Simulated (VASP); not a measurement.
# C (Fmmm) in VASP: single point with PBEsol

Aim: the single point of C with PBEsol.

All numbers are computed with VASP 6.6.1; they aren't measurements. Logs are shortened: lines on timing, memory, paths and dates and some standing lists are left out, and cuts for length are marked.

## Step 1: The cell of the first run

Symmetry: Fmmm, No. 69, orthorhombic system. Conventional cell: a = 2.456 Å, b = 4.254 Å, c = 6.696 Å, α = 90.00°, β = 90.00°, γ = 90.00°. Within 1.9 Å of C (site symmetry m2m) lie 3 C at 1.42 Å.

## Step 2: Single point, PBEsol

File INCAR:

```
PREC = Accurate
ENCUT = 600
EDIFF = 1E-6
ISMEAR = -1
SIGMA = 0.05
LREAL = False
LASPH = True
NELM = 120
ALGO = Normal
ISIF = 2
LWAVE = False
LCHARG = False
GGA = PS
NBANDS = 11
GGA_COMPAT = False
```

File KPOINTS:

```
regular mesh
0
Gamma
  16 16 16
```

File POSCAR:

```
C
1.0
    0.0000000000      2.1270000000      3.3480000000
    1.2280000000      0.0000000000      3.3480000000
    1.2280000000      2.1270000000      0.0000000000
C
2
Direct
    0.1666666667      0.8333333333      0.1666666667
    0.8333333333      0.1666666667      0.8333333333
```

Potentials or basis: VASP PAW PBE potentials, release 64 (C).

Started as:

```
$ cat potpaw_PBE.64/C/POTCAR > POTCAR
$ mpirun -np 1 vasp_std > vasp.out
```

OUTCAR:

```text
PREC = Accurate
   ENCUT = 600
   EDIFF = 1E-6
   ISMEAR = -1
   LREAL = False
   LASPH = True
   NELM = 120
   ISIF = 2
   GGA = PS

 ion  position               nearest neighbor table
   1  0.167  0.833  0.167-   2 1.42   2 1.42   2 1.42
   2  0.833  0.167  0.833-   1 1.42   1 1.42   1 1.42

  LATTYP: Found a face centered orthorhombic cell.
 ALAT       =     2.4560000000
 B/A-ratio  =     1.7320846906
 C/A-ratio  =     2.7263843648

  Lattice vectors:

 A1 = (   0.0000000000,   2.1270000000,   3.3480000000)
 A2 = (   1.2280000000,   0.0000000000,   3.3480000000)
 A3 = (   1.2280000000,   2.1270000000,   0.0000000000)

Analysis of symmetry for initial positions (statically):
=====================================================================
 Subroutine PRICEL returns:
 Original cell was already a primitive cell.

 Routine SETGRP: Setting up the symmetry group for a
 face centered orthorhombic supercell.

 Subroutine GETGRP returns: Found  8 space group operations
 (whereof  8 operations were pure point group operations)
 out of a pool of  8 trial point group operations.

The static configuration has the point symmetry D_2h.

Analysis of symmetry for dynamics (positions and initial velocities):
=====================================================================
 Subroutine PRICEL returns:
 Original cell was already a primitive cell.

 Routine SETGRP: Setting up the symmetry group for a
 face centered orthorhombic supercell.

 Subroutine GETGRP returns: Found  8 space group operations
 (whereof  8 operations were pure point group operations)
 out of a pool of  8 trial point group operations.

The dynamic configuration has the point symmetry D_2h.

 Subroutine INISYM returns: Found  8 space group operations
 (whereof  8 operations are pure point group operations),
 and found     1 'primitive' translations

----------------------------------------------------------------------------------------

                                     Primitive cell

  volume of cell :      17.4897

  direct lattice vectors                    reciprocal lattice vectors
     0.000000000  2.127000000  3.348000000    -0.407166124  0.235072873  0.149342891
     1.228000000  0.000000000  3.348000000     0.407166124 -0.235072873  0.149342891
     1.228000000  2.127000000  0.000000000     0.407166124  0.235072873 -0.149342891

  length of vectors
     3.966513961  3.566102635  2.456036034     0.493301943  0.493301943  0.493301943

[... 87 lines left out ...]
   ISYM   =      2    0-nonsym 1-usesym 2-fastsym
   POTIM  = 0.5000    time-step for ionic-motion
   TEBEG  =    0.0;   TEEND  =   0.0 temperature during run
   PSTRESS=    0.0 pullay stress
   NELECT =       8.0000    total number of electrons
   NUPDOWN=      -1.0000    fix difference up-down
   EMIN   =  10.00;   EMAX   =-10.00  energy-range for DOS
   EFERMI =   0.00;   METHOD = LEGACY
   ISMEAR =    -1;   SIGMA  =   0.05  broadening in eV -4-tet -1-fermi 0-gaus
   EFERMI_NEDOS =   21; number of points for ismear=-14 and -15
   IALGO  =     38    algorithm
   IMIX   =      4    mixing-type and parameters
     AMIX     =   0.40;   BMIX     =  1.00
     AMIX_MAG =   1.60;   BMIX_MAG =  1.00
  volume/ion in A,a.u.               =       8.74        59.01
  Fermi-wavevector in a.u.,A,eV,Ry     =   1.261376  2.383654 21.647797  1.591068
  Thomas-Fermi vector in A             =   2.394838
   LORBIT       =      0    0 simple, 1 ext, 2 COOP (PROOUT), +10 PAW based schemes
   GGA     = PS    functional components
   LHFCALC =     F    Hartree Fock is set to
   AEXX    =    0.0000 exact exchange contribution
   IVDW    =     0    specifies the selected vdW correction
   LEPSILON=     F    determine dielectric tensor
   LRPA    =     F    only Hartree local field effects (RPA)
 non-spin polarized calculation
  energy-cutoff  :      600.00
  volume of cell :       17.49
 maximum number of plane-waves:       600
   NGX = 15   NGY = 15   NGZ =  9

 number of electron       8.0000000 magnetization

 Free energy of the ion-electron system (eV)
  ---------------------------------------------------
  ext. energy  EPLUGINS =         0.00000000
  ---------------------------------------------------
  free energy    TOTEN  =       -19.28558709 eV

  energy without entropy =      -19.28541680  energy(sigma->0) =      -19.28550195

 E-fermi :   4.6123     XC(G=0): -10.5820

 val. band max:        4.4783328432   @ k =   0.4375  -0.1875   0.3125
 cond. band min:       4.6690186324   @ k =   0.0000   0.3125   0.3125
 fundamental gap:      0.1906857892
 Fermi energy:         4.6123084266

 k-point     1 :       0.0000    0.0000    0.0000
  band No.  band energies     occupation
      1     -15.0218      2.00000
      2      -1.9408      2.00000
      3       1.7126      2.00000
      4       1.7382      2.00000
      5       8.7081      0.00000
      6      13.0622      0.00000
      7      13.1359      0.00000
      8      16.2328      0.00000
      9      17.6667      0.00000
     10      27.1631      0.00000
     11      30.2233      0.00000
[... 309 lines left out ...]
 k-point    24 :      -0.0625    0.0625    0.0000
  band No.  band energies     occupation
      1     -14.6465      2.00000
      2      -1.5141      2.00000
      3       0.3565      2.00000
      4       1.0021      2.00000
      5       9.1618      0.00000
      6      13.1937      0.00000
      7      14.6068      0.00000
      8      14.8937      0.00000
      9      18.3941      0.00000
     10      27.1450      0.00000
     11      28.3579      0.00000

 [... further k-points ...]

------------------------ aborting loop because EDIFF is reached ----------------------------------------

  FORCE on cell =-STRESS in cart. coord.  units (eV):
  Direction    XX          YY          ZZ          XY          YZ          ZX
  --------------------------------------------------------------------------------------
  -------------------------------------------------------------------------------------
  Total        0.2371328      0.1531242      0.1705234      0.0000000      0.0000000      0.0000000
  in kB       21.7230568     14.0272692     15.6211586      0.0000000      0.0000000      0.0000000
  external PRESSURE =      17.1238282 kB  Pullay stress =       0.0000000 kB

 VOLUME and BASIS-vectors are now :
 -----------------------------------------------------------------------------
  energy-cutoff  :      600.00
  volume of cell :       17.49
      direct lattice vectors                 reciprocal lattice vectors
     0.000000000  2.127000000  3.348000000    -0.407166124  0.235072873  0.149342891
     1.228000000  0.000000000  3.348000000     0.407166124 -0.235072873  0.149342891
     1.228000000  2.127000000  0.000000000     0.407166124  0.235072873 -0.149342891

 POSITION                                       TOTAL-FORCE (eV/Angst)
 -----------------------------------------------------------------------------------
      1.22800      0.70900      3.34800         0.000000     -0.011848      0.000000
      1.22800      3.54500      3.34800         0.000000      0.011848      0.000000
 -----------------------------------------------------------------------------------
    total drift:                               -0.000000     -0.000000      0.000000

  FREE ENERGIE OF THE ION-ELECTRON SYSTEM (eV)
  ---------------------------------------------------
  free  energy   TOTEN  =       -19.2855870894 eV

  energy  without entropy=      -19.2854168035  energy(sigma->0) =      -19.28550195
```

OSZICAR:

```text
N       E                     dE             d eps       ncg     rms          rms(c)
DAV:   1     0.195775725019E+01    0.19578E+01   -0.44503E+03 13798   0.730E+02
DAV:   2    -0.199724150734E+02   -0.21930E+02   -0.20998E+02 18015   0.127E+02
DAV:   3    -0.204868065023E+02   -0.51439E+00   -0.51327E+00 17145   0.158E+01
DAV:   4    -0.204886916577E+02   -0.18852E-02   -0.18850E-02 15980   0.116E+00
DAV:   5    -0.204886986128E+02   -0.69552E-05   -0.69550E-05 17324   0.656E-02    0.642E+00
DAV:   6    -0.195735263585E+02    0.91517E+00   -0.79059E-01 15689   0.509E+00    0.370E+00
DAV:   7    -0.192839053259E+02    0.28962E+00   -0.86330E-01 16145   0.538E+00    0.971E-01
DAV:   8    -0.192858151012E+02   -0.19098E-02   -0.19124E-02 15269   0.892E-01    0.129E-01
DAV:   9    -0.192855396049E+02    0.27550E-03   -0.62960E-04 16568   0.154E-01    0.552E-02
DAV:  10    -0.192855879748E+02   -0.48370E-04   -0.11165E-04 15741   0.723E-02    0.269E-02
DAV:  11    -0.192855869010E+02    0.10738E-05   -0.51082E-06 16659   0.129E-02    0.692E-03
DAV:  12    -0.192855870894E+02   -0.18840E-06   -0.37172E-07 15212   0.422E-03
   1 F= -.19285587E+02 E0= -.19285502E+02  d E =-.170286E-03
```

stdout:

```text
POSCAR found type information on POSCAR C
 POSCAR found :  1 types and       2 ions
 scaLAPACK will be used
 -----------------------------------------------------------------------------
|                                                                             |
|                                                                             |
|     You enforced a specific xc type in the INCAR file but a different       |
|     I HOPE YOU KNOW WHAT YOU ARE DOING!                                     |
|                                                                             |
 -----------------------------------------------------------------------------

 LDA part: xc-table for (Slater+PW92), standard interpolation
 POSCAR, INCAR and KPOINTS ok, starting setup
 FFT: planning ... GRIDC
 FFT: planning ... GRID_SOFT
 FFT: planning ... GRID
 WAVECAR not read
 entering main loop
```

Wall time 3.2 min (1 thread of Intel Xeon 8259CL, shared host); peak memory 0.23 GiB.

What came out:

```yaml
Free_energy: -19.2856 eV
Pressure: 1.7 GPa
Largest_force: 0.012 eV/Å
```

Forces on the atoms (eV/Å):
```
C    0.000 -0.012  0.000
C    0.000  0.012  0.000
```

Caveat: this functional lacks dispersion, which binds layers or chains, so the pressure and a relaxed spacing across them are unreliable; the PAW data sets were made with another functional, which shifts forces and pressure a little.
